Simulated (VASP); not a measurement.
# Hf5TiN6 (P-6m2) in VASP: further runs

Hf5TiN6 is run at these levels: PBE; tasks: single point.

All numbers are computed with VASP 6.6.1; they aren't measurements. Logs are shortened: lines on timing, memory, paths and dates and some standing lists are left out, and cuts for length are marked.

## (1) The cell of the first run

The structure is hexagonal, space group P-6m2 (No. 187). The conventional cell has a = 3.129 Å, b = 3.129 Å, c = 16.206 Å, α = 90.00°, β = 90.00°, γ = 120.00°. Within 3.0 Å of Hf (site symmetry 3m) lie 6 N at 2.25 to 2.28 Å. Hf (site symmetry -6m2) has 6 N at 2.27 Å within 3.0 Å. Within 3.0 Å of Hf (site symmetry 3m) lie 6 N at 2.26 to 2.27 Å. Within 2.9 Å of Ti (site symmetry -6m2) lie 6 N at 2.21 Å. N (site symmetry 3m) has 3 Ti at 2.21 Å and 3 Hf at 2.25 Å and 2 N at 2.55 to 2.73 Å within 2.9 Å. N (site symmetry 3m) has 6 Hf at 2.26 to 2.28 Å and 2 N at 2.73 to 2.74 Å within 3.0 Å. Within 3.0 Å of N (site symmetry 3m) lie 6 Hf at 2.27 Å and 2 N at 2.73 to 2.74 Å.

## (2) Single point, PBE

INCAR reads:

```
SYSTEM = Hf5TiN6
PREC = Accurate
ENCUT = 520
EDIFF = 1E-7
ISMEAR = 0
SIGMA = 0.1
LREAL = .False.
LASPH = .True.
NELM = 100
ALGO = Normal
ISIF = 2
LWAVE = .False.
LCHARG = .False.
GGA = PE
NBANDS = 58
```

KPOINTS reads:

```
Automatic mesh
0
Gamma
  12 12 4
  0 0 0
```

POSCAR reads:

```
Hf5TiN6
1.0
    3.1286009744      0.0000000000      0.0000000000
   -1.5643004872      2.7094479222      0.0000000000
    0.0000000000      0.0000000000     16.2055983000
Hf Ti N
5 1 6
Direct
    0.3333333333      0.6666666667      0.1614430000
    0.3333333333      0.6666666667      0.5000000000
    0.3333333333      0.6666666667      0.8385570000
    0.0000000000      0.0000000000      0.3307730000
    0.0000000000      0.0000000000      0.6692270000
    0.0000000000      0.0000000000      0.0000000000
    0.6666666667      0.3333333333      0.9214320000
    0.6666666667      0.3333333333      0.2468210000
    0.6666666667      0.3333333333      0.5843810000
    0.6666666667      0.3333333333      0.0785680000
    0.6666666667      0.3333333333      0.4156190000
    0.6666666667      0.3333333333      0.7531790000
```

Potentials or basis: VASP PAW PBE potentials, release 64 (Hf_pv, Ti_sv, N).

Launch:

```sh
> cat potpaw_PBE.64/Hf_pv/POTCAR potpaw_PBE.64/Ti_sv/POTCAR potpaw_PBE.64/N/POTCAR > POTCAR
> mpirun -np 1 vasp_std > vasp.out
```

OUTCAR:

```text
SYSTEM = Hf5TiN6
   PREC = Accurate
   ENCUT = 520
   EDIFF = 1E-7
   ISMEAR = 0
   LREAL = .False.
   LASPH = .True.
   NELM = 100
   ISIF = 2
   GGA = PE

 ion  position               nearest neighbor table
   1  0.333  0.667  0.161-  10 2.25  10 2.25  10 2.25   8 2.28   8 2.28   8 2.28   6 3.18   6 3.18
                             6 3.18   4 3.29   4 3.29   4 3.29
   2  0.333  0.667  0.500-   9 2.27  11 2.27   9 2.27  11 2.27   9 2.27  11 2.27   4 3.28   5 3.28
                             4 3.28   5 3.28   4 3.28   5 3.28
   3  0.333  0.667  0.839-   7 2.25   7 2.25   7 2.25  12 2.28  12 2.28  12 2.28   6 3.18   6 3.18
                             6 3.18   5 3.29   5 3.29   5 3.29
   4  0.000  0.000  0.331-   8 2.26   8 2.26   8 2.26  11 2.27  11 2.27  11 2.27   2 3.28   2 3.28
                             2 3.28   1 3.29   1 3.29   1 3.29
   5  0.000  0.000  0.669-  12 2.26  12 2.26  12 2.26   9 2.27   9 2.27   9 2.27   2 3.28   2 3.28
                             2 3.28   3 3.29   3 3.29   3 3.29
   6  0.000  0.000  0.000-   7 2.21  10 2.21   7 2.21  10 2.21   7 2.21  10 2.21   1 3.18   3 3.18
                             1 3.18   3 3.18   1 3.18   3 3.18
   7  0.667  0.333  0.921-   6 2.21   6 2.21   6 2.21   3 2.25   3 2.25   3 2.25
   8  0.667  0.333  0.247-   4 2.26   4 2.26   4 2.26   1 2.28   1 2.28   1 2.28
   9  0.667  0.333  0.584-   2 2.27   2 2.27   2 2.27   5 2.27   5 2.27   5 2.27
  10  0.667  0.333  0.079-   6 2.21   6 2.21   6 2.21   1 2.25   1 2.25   1 2.25
  11  0.667  0.333  0.416-   2 2.27   2 2.27   2 2.27   4 2.27   4 2.27   4 2.27
  12  0.667  0.333  0.753-   5 2.26   5 2.26   5 2.26   3 2.28   3 2.28   3 2.28

  LATTYP: Found a hexagonal cell.
 ALAT       =     3.1286009744
 C/A-ratio  =     5.1798226852

  Lattice vectors:

 A1 = (   3.1286009744,   0.0000000000,   0.0000000000)
 A2 = (  -1.5643004872,   2.7094479222,   0.0000000000)
 A3 = (   0.0000000000,   0.0000000000,  16.2055983000)

Analysis of symmetry for initial positions (statically):
=====================================================================
 Subroutine PRICEL returns:
 Original cell was already a primitive cell.

 Routine SETGRP: Setting up the symmetry group for a
 hexagonal supercell.

 Subroutine GETGRP returns: Found 12 space group operations
 (whereof 12 operations were pure point group operations)
 out of a pool of 24 trial point group operations.

The static configuration has the point symmetry D_3h.

Analysis of symmetry for dynamics (positions and initial velocities):
=====================================================================
 Subroutine PRICEL returns:
 Original cell was already a primitive cell.

 Routine SETGRP: Setting up the symmetry group for a
 hexagonal supercell.

 Subroutine GETGRP returns: Found 12 space group operations
 (whereof 12 operations were pure point group operations)
 out of a pool of 24 trial point group operations.

The dynamic configuration has the point symmetry D_3h.

 Subroutine INISYM returns: Found 12 space group operations
 (whereof 12 operations are pure point group operations),
 and found     1 'primitive' translations

----------------------------------------------------------------------------------------

                                     Primitive cell

  volume of cell :     137.3713

  direct lattice vectors                    reciprocal lattice vectors
     3.128600974  0.000000000  0.000000000     0.319631685  0.184539439  0.000000000
    -1.564300487  2.709447922  0.000000000     0.000000000  0.369078878  0.000000000
     0.000000000  0.000000000 16.205598300     0.000000000  0.000000000  0.061707071

  length of vectors
     3.128600974  3.128600974 16.205598300     0.369078878  0.369078878  0.061707071

  position of ions in fractional coordinates (direct lattice)
     0.333333333  0.666666667  0.161443000
     0.333333333  0.666666667  0.500000000
     0.333333333  0.666666667  0.838557000
     0.000000000  0.000000000  0.330773000
     0.000000000  0.000000000  0.669227000
     0.000000000  0.000000000  0.000000000
     0.666666667  0.333333333  0.921432000
     0.666666667  0.333333333  0.246821000
     0.666666667  0.333333333  0.584381000
     0.666666667  0.333333333  0.078568000
     0.666666667  0.333333333  0.415619000
     0.666666667  0.333333333  0.753179000

  ion indices of the primitive-cell ions
   primitive index   ion index
                 1           1
                 2           2
                 3           3
                 4           4
                 5           5
                 6           6
                 7           7
                 8           8
                 9           9
                10          10
                11          11
                12          12

----------------------------------------------------------------------------------------

 KPOINTS: Automatic mesh

Automatic generation of k-mesh.
 Grid dimensions read from file:
 generate k-points for:   12   12    4

 Generating k-lattice:

  Cartesian coordinates                     Fractional coordinates (reciprocal lattice)
     0.026635974  0.015378287  0.000000000     0.083333333  0.000000000  0.000000000
     0.000000000  0.030756573  0.000000000     0.000000000  0.083333333  0.000000000
     0.000000000  0.000000000  0.015426768     0.000000000  0.000000000  0.250000000

  Length of vectors
     0.030756573  0.030756573  0.015426768

  Shift w.r.t. Gamma in fractional coordinates (k-lattice)
     0.000000000  0.000000000  0.000000000

 Subroutine IBZKPT returns following result:
 ===========================================

 Found     57 irreducible k-points:

 Following reciprocal coordinates:
            Coordinates               Weight
  0.000000  0.000000  0.000000      1.000000
  0.083333  0.000000  0.000000      6.000000
  0.166667  0.000000  0.000000      6.000000
  0.250000  0.000000  0.000000      6.000000
  0.333333  0.000000  0.000000      6.000000
  0.416667  0.000000  0.000000      6.000000
[... 16 lines left out ...]
  0.250000  0.000000  0.250000     12.000000
  0.333333  0.000000  0.250000     12.000000
 [... further k-points ...]
   k-points           NKPTS =     57   k-points in BZ     NKDIM =     57   number of bands    NBANDS=     58
   number of dos      NEDOS =    301   number of ions     NIONS =     12
   total plane-waves  NPLWV =  72576
   dimension x,y,z NGX =    24 NGY =   24 NGZ =  126
   dimension x,y,z NGXF=    48 NGYF=   48 NGZF=  252
   ions per type =               5   1   6
   NGX,Y,Z   is equivalent  to a cutoff of  12.75, 12.75, 12.93 a.u.
   NGXF,Y,Z  is equivalent  to a cutoff of  25.51, 25.51, 25.85 a.u.
 SYSTEM =  Hf5TiN6
   PREC   = accura    normal or accurate (medium, high low for compatibility)
   ISTART =      0    job   : 0-new  1-cont  2-samecut
   ICHARG =      2    charge: 1-file 2-atom 10-const
   ISPIN  =      1    spin polarized calculation?
   LNONCOLLINEAR =      F non collinear calculations
   LSORBIT =      F    spin-orbit coupling
   LASPH  =      T    aspherical Exc in radial PAW
   ENCUT  =  520.0 eV  38.22 Ry    6.18 a.u.   5.82  5.82 30.13*2*pi/ulx,y,z
   NELM   =    100;   NELMIN=  2; NELMDL= -5     # of ELM steps
   EDIFF  = 0.1E-06   stopping-criterion for ELM
   LREAL  =      F    real-space projection
   EDIFFG = 0.1E-05   stopping-criterion for IOM
   NSW    =      0    number of steps for IOM
   IBRION =     -1    ionic relax: 0-MD 1-quasi-New 2-CG
   NFREE  =      0    steps in history (QN), initial steepest desc. (CG)
   ISIF   =      2    stress and relaxation
   ISYM   =      2    0-nonsym 1-usesym 2-fastsym
   POTIM  = 0.5000    time-step for ionic-motion
   TEBEG  =    0.0;   TEEND  =   0.0 temperature during run
   PSTRESS=    0.0 pullay stress
   NELECT =      92.0000    total number of electrons
   NUPDOWN=      -1.0000    fix difference up-down
   EMIN   =  10.00;   EMAX   =-10.00  energy-range for DOS
   EFERMI =   0.00;   METHOD = LEGACY
   ISMEAR =     0;   SIGMA  =   0.10  broadening in eV -4-tet -1-fermi 0-gaus
   EFERMI_NEDOS =   21; number of points for ismear=-14 and -15
   IALGO  =     38    algorithm
   IMIX   =      4    mixing-type and parameters
     AMIX     =   0.40;   BMIX     =  1.00
     AMIX_MAG =   1.60;   BMIX_MAG =  1.00
  volume/ion in A,a.u.               =      11.45        77.25
  Fermi-wavevector in a.u.,A,eV,Ry     =   1.432316  2.706684 27.912737  2.051528
  Thomas-Fermi vector in A             =   2.551957
   LORBIT       =      0    0 simple, 1 ext, 2 COOP (PROOUT), +10 PAW based schemes
   GGA     = PE    functional components
   LHFCALC =     F    Hartree Fock is set to
   AEXX    =    0.0000 exact exchange contribution
   IVDW    =     0    specifies the selected vdW correction
   LEPSILON=     F    determine dielectric tensor
   LRPA    =     F    only Hartree local field effects (RPA)
 non-spin polarized calculation
 Gauss-broadening in eV      SIGMA  =   0.10
  energy-cutoff  :      520.00
  volume of cell :      137.37
 maximum number of plane-waves:      3728
 NGX is ok and might be reduce to    24
   NGX = 11   NGY = 11   NGZ = 61

 number of electron      91.9999992 magnetization

 Free energy of the ion-electron system (eV)
  ---------------------------------------------------
  ext. energy  EPLUGINS =         0.00000000
  ---------------------------------------------------
  free energy    TOTEN  =      -127.69398460 eV

  energy without entropy =     -127.67378404  energy(sigma->0) =     -127.68388432

 E-fermi :   8.1346     XC(G=0): -12.6600

 val. band max:        8.1326203718   @ k =   0.0833   0.0833   0.0000
 cond. band min:       8.1362220993   @ k =   0.3333   0.0000   0.2500
 fundamental gap:      0.0036017275
 Fermi energy:         8.1345617225

 k-point     1 :       0.0000    0.0000    0.0000
  band No.  band energies     occupation
      1     -49.6682      2.00000
      2     -26.0367      2.00000
      3     -25.7442      2.00000
      4     -25.7442      2.00000
      5     -23.4702      2.00000
      6     -23.3306      2.00000
[... 1453 lines left out ...]
     57      11.8830      0.00000
     58      12.0920      0.00000

 [... further k-points ...]
[... 5 lines left out ...]
  --------------------------------------------------------------------------------------
  -------------------------------------------------------------------------------------
  Total       -1.6139826     -1.6139826     -1.5955888     -0.0000000     -0.0000000      0.0000000
  in kB      -18.8240638    -18.8240638    -18.6095345     -0.0000000     -0.0000000      0.0000000
  external PRESSURE =     -18.7525540 kB  Pullay stress =       0.0000000 kB

 VOLUME and BASIS-vectors are now :
 -----------------------------------------------------------------------------
  energy-cutoff  :      520.00
  volume of cell :      137.37
      direct lattice vectors                 reciprocal lattice vectors
     3.128600974  0.000000000  0.000000000     0.319631685  0.184539439  0.000000000
    -1.564300487  2.709447922  0.000000000     0.000000000  0.369078878  0.000000000
     0.000000000  0.000000000 16.205598300     0.000000000  0.000000000  0.061707071

 POSITION                                       TOTAL-FORCE (eV/Angst)
 -----------------------------------------------------------------------------------
     -0.00000      1.80630      2.61628         0.000000     -0.000000      0.008542
     -0.00000      1.80630      8.10280        -0.000000      0.000000     -0.000000
     -0.00000      1.80630     13.58932         0.000000     -0.000000     -0.008542
      0.00000      0.00000      5.36037        -0.000000      0.000000     -0.001345
      0.00000      0.00000     10.84522        -0.000000      0.000000      0.001345
      0.00000      0.00000      0.00000         0.000000     -0.000000     -0.000000
      1.56430      0.90315     14.93236        -0.000000      0.000000     -0.116549
      1.56430      0.90315      3.99988         0.000000      0.000000     -0.000830
      1.56430      0.90315      9.47024         0.000000     -0.000000      0.000389
      1.56430      0.90315      1.27324        -0.000000      0.000000      0.116549
      1.56430      0.90315      6.73535         0.000000     -0.000000     -0.000389
      1.56430      0.90315     12.20572         0.000000      0.000000      0.000830
 -----------------------------------------------------------------------------------
    total drift:                               -0.000001      0.000000      0.000000

  FREE ENERGIE OF THE ION-ELECTRON SYSTEM (eV)
  ---------------------------------------------------
  free  energy   TOTEN  =      -127.6939846003 eV

  energy  without entropy=     -127.6737840365  energy(sigma->0) =     -127.68388432
```

Run time: 18 min. Hardware: 1 thread of Intel Xeon 6975P-C, shared host; peak memory 0.51 GiB.

What came out:

```
Free energy            : -127.6940 eV
Pressure               : -1.9 GPa
Largest force          : 0.117 eV/Å
Band gap on the k mesh : zero (band 46 reaches 8.79 eV, above the bottom of band 47 at 7.80 eV)
```

Forces on the atoms (eV/Å):
```
Hf   0.000  0.000  0.009
Hf   0.000  0.000  0.000
Hf   0.000  0.000 -0.009
Hf   0.000  0.000 -0.001
Hf   0.000  0.000  0.001
Ti   0.000  0.000  0.000
N    0.000  0.000 -0.117
N    0.000  0.000 -0.001
N    0.000  0.000  0.000
N    0.000  0.000  0.117
N    0.000  0.000  0.000
N    0.000  0.000  0.001
```

Caveat: spin-orbit coupling is left out, which moves the levels of the heavy elements.

(Continued in part 2 of 2.)
